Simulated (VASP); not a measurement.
# MgS (ae) (R-3m) in VASP: single point with PBEsol

Aim: the single point of MgS (ae) with PBEsol.

All numbers are computed with VASP 6.6.1; they aren't measurements. Logs are shortened: lines on timing, memory, paths and dates and some standing lists are left out, and cuts for length are marked.

**1. The cell of the first run**

The structure is trigonal, space group R-3m (No. 166). Conventional cell: a = 3.672 Å, b = 3.672 Å, c = 8.886 Å, α = 90.00°, β = 90.00°, γ = 120.00°. Within 3.4 Å of Mg (site symmetry -3m) lie 6 S at 2.59 Å. Within 3.4 Å of S (site symmetry -3m) lie 6 Mg at 2.59 Å.

**2. Single point, PBEsol**

INCAR reads:

```
PREC = Accurate ; ENCUT = 600
EDIFF = 1E-6 ; ISMEAR = 0
SIGMA = 0.01 ; LREAL = False
LASPH = True ; NELM = 120
ALGO = Normal ; ISIF = 2
LWAVE = False ; LCHARG = False
GGA = PS ; NBANDS = 11
GGA_COMPAT = False
```

KPOINTS reads:

```
regular mesh
0
Gamma
  6 6 6
```

POSCAR reads:

```
MgS
1.0
   -0.0210323604      2.5758141214      2.5758141214
    2.5758141214     -0.0210323604      2.5758141214
    2.5758141214      2.5758141214     -0.0210323604
Mg S
1 1
Direct
    0.0000000000      0.0000000000      0.0000000000
    0.5000000000      0.5000000000      0.5000000000
```

Potentials or basis: VASP PAW PBE potentials, release 64 (Mg, S).

Started as:

```sh
cat potpaw_PBE.64/Mg/POTCAR potpaw_PBE.64/S/POTCAR > POTCAR
mpirun -np 1 vasp_std > vasp.out
```

OUTCAR:

```text
PREC = Accurate
   ENCUT = 600
   EDIFF = 1E-6
   ISMEAR = 0
   LREAL = False
   LASPH = True
   NELM = 120
   ISIF = 2
   GGA = PS

 ion  position               nearest neighbor table
   1  0.000  0.000  0.000-   2 2.59   2 2.59   2 2.59   2 2.59   2 2.59   2 2.59
   2  0.500  0.500  0.500-   1 2.59   1 2.59   1 2.59   1 2.59   1 2.59   1 2.59

  LATTYP: Found a trigonal (rhomboedric) cell.
 ALAT       =     3.6428119820
 COS(alpha) =     0.4918182792

  Lattice vectors:

 A1 = (  -0.0210323604,   2.5758141214,   2.5758141214)
 A2 = (   2.5758141214,  -0.0210323604,   2.5758141214)
 A3 = (   2.5758141214,   2.5758141214,  -0.0210323604)

Analysis of symmetry for initial positions (statically):
=====================================================================
 Subroutine PRICEL returns:
 Original cell was already a primitive cell.

 Routine SETGRP: Setting up the symmetry group for a
 trigonal (rhombohedral) supercell.

 Subroutine GETGRP returns: Found 12 space group operations
 (whereof 12 operations were pure point group operations)
 out of a pool of 12 trial point group operations.

The static configuration has the point symmetry D_3d.

Analysis of symmetry for dynamics (positions and initial velocities):
=====================================================================
 Subroutine PRICEL returns:
 Original cell was already a primitive cell.

 Routine SETGRP: Setting up the symmetry group for a
 trigonal (rhombohedral) supercell.

 Subroutine GETGRP returns: Found 12 space group operations
 (whereof 12 operations were pure point group operations)
 out of a pool of 12 trial point group operations.

The dynamic configuration has the point symmetry D_3d.

 Subroutine INISYM returns: Found 12 space group operations
 (whereof 12 operations are pure point group operations),
 and found     1 'primitive' translations

----------------------------------------------------------------------------------------

                                     Primitive cell

  volume of cell :      34.5987

  direct lattice vectors                    reciprocal lattice vectors
    -0.021032360  2.575814121  2.575814121    -0.191751921  0.193330527  0.193330527
     2.575814121 -0.021032360  2.575814121     0.193330527 -0.191751921  0.193330527
     2.575814121  2.575814121 -0.021032360     0.193330527  0.193330527 -0.191751921

  length of vectors
     3.642811982  3.642811982  3.642811982     0.333949374  0.333949374  0.333949374

  position of ions in fractional coordinates (direct lattice)
     0.000000000  0.000000000  0.000000000
     0.500000000  0.500000000  0.500000000

  ion indices of the primitive-cell ions
   primitive index   ion index
                 1           1
                 2           2

----------------------------------------------------------------------------------------

 KPOINTS: regular mesh

Automatic generation of k-mesh.
 Grid dimensions read from file:
 generate k-points for:    6    6    6

 Generating k-lattice:

  Cartesian coordinates                     Fractional coordinates (reciprocal lattice)
    -0.031958653  0.032221755  0.032221755     0.166666667  0.000000000  0.000000000
     0.032221755 -0.031958653  0.032221755     0.000000000  0.166666667  0.000000000
     0.032221755  0.032221755 -0.031958653     0.000000000  0.000000000  0.166666667

  Length of vectors
     0.055658229  0.055658229  0.055658229

  Shift w.r.t. Gamma in fractional coordinates (k-lattice)
     0.000000000  0.000000000  0.000000000

 Subroutine IBZKPT returns following result:
 ===========================================

 Found     32 irreducible k-points:

 Following reciprocal coordinates:
            Coordinates               Weight
  0.000000  0.000000  0.000000      1.000000
  0.166667 -0.000000 -0.000000      6.000000
  0.333333 -0.000000 -0.000000      6.000000
  0.500000  0.000000 -0.000000      3.000000
  0.166667  0.166667 -0.000000      6.000000
  0.333333  0.166667 -0.000000     12.000000
[... 16 lines left out ...]
  0.500000  0.500000  0.166667      6.000000
 -0.333333  0.500000  0.166667     12.000000
 [... further k-points ...]
   k-points           NKPTS =     32   k-points in BZ     NKDIM =     32   number of bands    NBANDS=     11
   number of dos      NEDOS =    301   number of ions     NIONS =      2
   total plane-waves  NPLWV =  27000
   dimension x,y,z NGX =    30 NGY =   30 NGZ =   30
   dimension x,y,z NGXF=    60 NGYF=   60 NGZF=   60
   ions per type =               1   1
   NGX,Y,Z   is equivalent  to a cutoff of  13.69, 13.69, 13.69 a.u.
   NGXF,Y,Z  is equivalent  to a cutoff of  27.38, 27.38, 27.38 a.u.
 SYSTEM =  unknown system
   PREC   = accura    normal or accurate (medium, high low for compatibility)
   ISTART =      0    job   : 0-new  1-cont  2-samecut
   ICHARG =      2    charge: 1-file 2-atom 10-const
   ISPIN  =      1    spin polarized calculation?
   LNONCOLLINEAR =      F non collinear calculations
   LSORBIT =      F    spin-orbit coupling
   LASPH  =      T    aspherical Exc in radial PAW
   ENCUT  =  600.0 eV  44.10 Ry    6.64 a.u.   7.28  7.28  7.28*2*pi/ulx,y,z
   NELM   =    120;   NELMIN=  2; NELMDL= -5     # of ELM steps
   EDIFF  = 0.1E-05   stopping-criterion for ELM
   LREAL  =      F    real-space projection
   EDIFFG = 0.1E-04   stopping-criterion for IOM
   NSW    =      0    number of steps for IOM
   IBRION =     -1    ionic relax: 0-MD 1-quasi-New 2-CG
   NFREE  =      0    steps in history (QN), initial steepest desc. (CG)
   ISIF   =      2    stress and relaxation
   ISYM   =      2    0-nonsym 1-usesym 2-fastsym
   POTIM  = 0.5000    time-step for ionic-motion
   TEBEG  =    0.0;   TEEND  =   0.0 temperature during run
   PSTRESS=    0.0 pullay stress
   NELECT =       8.0000    total number of electrons
   NUPDOWN=      -1.0000    fix difference up-down
   EMIN   =  10.00;   EMAX   =-10.00  energy-range for DOS
   EFERMI =   0.00;   METHOD = LEGACY
   ISMEAR =     0;   SIGMA  =   0.01  broadening in eV -4-tet -1-fermi 0-gaus
   EFERMI_NEDOS =   21; number of points for ismear=-14 and -15
   IALGO  =     38    algorithm
   IMIX   =      4    mixing-type and parameters
     AMIX     =   0.40;   BMIX     =  1.00
     AMIX_MAG =   1.60;   BMIX_MAG =  1.00
  volume/ion in A,a.u.               =      17.30       116.74
  Fermi-wavevector in a.u.,A,eV,Ry     =   1.004812  1.898819 13.737077  1.009647
  Thomas-Fermi vector in A             =   2.137451
   LORBIT       =      0    0 simple, 1 ext, 2 COOP (PROOUT), +10 PAW based schemes
   GGA     = PS    functional components
   LHFCALC =     F    Hartree Fock is set to
   AEXX    =    0.0000 exact exchange contribution
   IVDW    =     0    specifies the selected vdW correction
   LEPSILON=     F    determine dielectric tensor
   LRPA    =     F    only Hartree local field effects (RPA)
 non-spin polarized calculation
 Gauss-broadening in eV      SIGMA  =   0.01
  energy-cutoff  :      600.00
  volume of cell :       34.60
 maximum number of plane-waves:      1175
 NGX is ok and might be reduce to    30
   NGX = 15   NGY = 15   NGZ = 15

 number of electron       8.0000000 magnetization

 Free energy of the ion-electron system (eV)
  ---------------------------------------------------
  ext. energy  EPLUGINS =         0.00000000
  ---------------------------------------------------
  free energy    TOTEN  =        -9.07122718 eV

  energy without entropy =       -9.07122718  energy(sigma->0) =       -9.07122718

 E-fermi :   3.9930     XC(G=0):  -9.9098

 val. band max:        3.9133269187   @ k =   0.0000   0.0000   0.0000
 cond. band min:       6.5739001502   @ k =   0.5000   0.5000  -0.0000
 fundamental gap:      2.6605732316
 Fermi energy:         3.9930290671

 k-point     1 :       0.0000    0.0000    0.0000
  band No.  band energies     occupation
      1      -8.9479      2.00000
      2       3.8015      2.00000
      3       3.8015      2.00000
      4       3.9133      2.00000
      5       7.5670      0.00000
      6      11.6090      0.00000
      7      11.6090      0.00000
      8      11.8240      0.00000
      9      14.1685      0.00000
     10      14.1685      0.00000
     11      16.1685      0.00000

 k-point     2 :       0.1667   -0.0000   -0.0000
  band No.  band energies     occupation
      1      -8.6754      2.00000
      2       2.1352      2.00000
      3       3.6304      2.00000
      4       3.7197      2.00000
      5       8.6564      0.00000
      6      11.3818      0.00000
      7      11.9180      0.00000
      8      12.0625      0.00000
      9      13.4088      0.00000
     10      13.5188      0.00000
     11      16.2925      0.00000

 k-point     3 :       0.3333   -0.0000   -0.0000
  band No.  band energies     occupation
      1      -8.0134      2.00000
      2      -0.1418      2.00000
      3       3.3358      2.00000
      4       3.4069      2.00000
      5       8.5402      0.00000
      6      11.0949      0.00000
      7      11.1980      0.00000
      8      13.2490      0.00000
      9      15.2191      0.00000
     10      15.3404      0.00000
     11      15.4646      0.00000
[... 267 lines left out ...]
 k-point    23 :       0.5000    0.5000    0.1667
  band No.  band energies     occupation
      1      -7.2892      2.00000
      2      -0.2169      2.00000
      3       1.4580      2.00000
      4       2.2691      2.00000
      5       7.4278      0.00000
      6       9.3803      0.00000
      7      13.7764      0.00000
      8      14.0563      0.00000
      9      16.8359      0.00000
     10      18.7137      0.00000
     11      19.9690      0.00000

 k-point    24 :      -0.3333    0.5000    0.1667
  band No.  band energies     occupation
      1      -7.1460      2.00000
      2      -0.0631      2.00000
      3       1.1445      2.00000
      4       1.5454      2.00000
      5       8.2450      0.00000
      6       9.9245      0.00000
      7      12.9908      0.00000
      8      13.6208      0.00000
      9      17.6995      0.00000
     10      18.9328      0.00000
     11      19.3636      0.00000

 [... further k-points ...]

------------------------ aborting loop because EDIFF is reached ----------------------------------------

  FORCE on cell =-STRESS in cart. coord.  units (eV):
  Direction    XX          YY          ZZ          XY          YZ          ZX
  --------------------------------------------------------------------------------------
  -------------------------------------------------------------------------------------
  Total        0.0586221      0.0586221      0.0586221      0.0947365      0.0947365      0.0947365
  in kB        2.7146345      2.7146345      2.7146345      4.3870011      4.3870011      4.3870011
  external PRESSURE =       2.7146345 kB  Pullay stress =       0.0000000 kB

 VOLUME and BASIS-vectors are now :
 -----------------------------------------------------------------------------
  energy-cutoff  :      600.00
  volume of cell :       34.60
      direct lattice vectors                 reciprocal lattice vectors
    -0.021032360  2.575814121  2.575814121    -0.191751921  0.193330527  0.193330527
     2.575814121 -0.021032360  2.575814121     0.193330527 -0.191751921  0.193330527
     2.575814121  2.575814121 -0.021032360     0.193330527  0.193330527 -0.191751921

 POSITION                                       TOTAL-FORCE (eV/Angst)
 -----------------------------------------------------------------------------------
      0.00000      0.00000      0.00000         0.000000     -0.000000     -0.000000
      2.56530      2.56530      2.56530        -0.000000      0.000000      0.000000
 -----------------------------------------------------------------------------------
    total drift:                               -0.000000     -0.000000      0.000000

  FREE ENERGIE OF THE ION-ELECTRON SYSTEM (eV)
  ---------------------------------------------------
  free  energy   TOTEN  =        -9.0712271829 eV

  energy  without entropy=       -9.0712271829  energy(sigma->0) =       -9.07122718
```

Run time: 26 s. Hardware: 1 thread of Intel Xeon 8259CL, shared host; peak memory 0.17 GiB.

Results:

```
Free energy            : -9.0712 eV
Pressure               : 0.3 GPa
Band gap on the k mesh : 2.66 eV, indirect (least direct gap 3.65 eV)
```

Stress tensor (GPa, compression positive):
```
0.27 0.44 0.44
0.44 0.27 0.44
0.44 0.44 0.27
```

Caveat: the PAW data sets were made with another functional, which shifts forces and pressure a little.
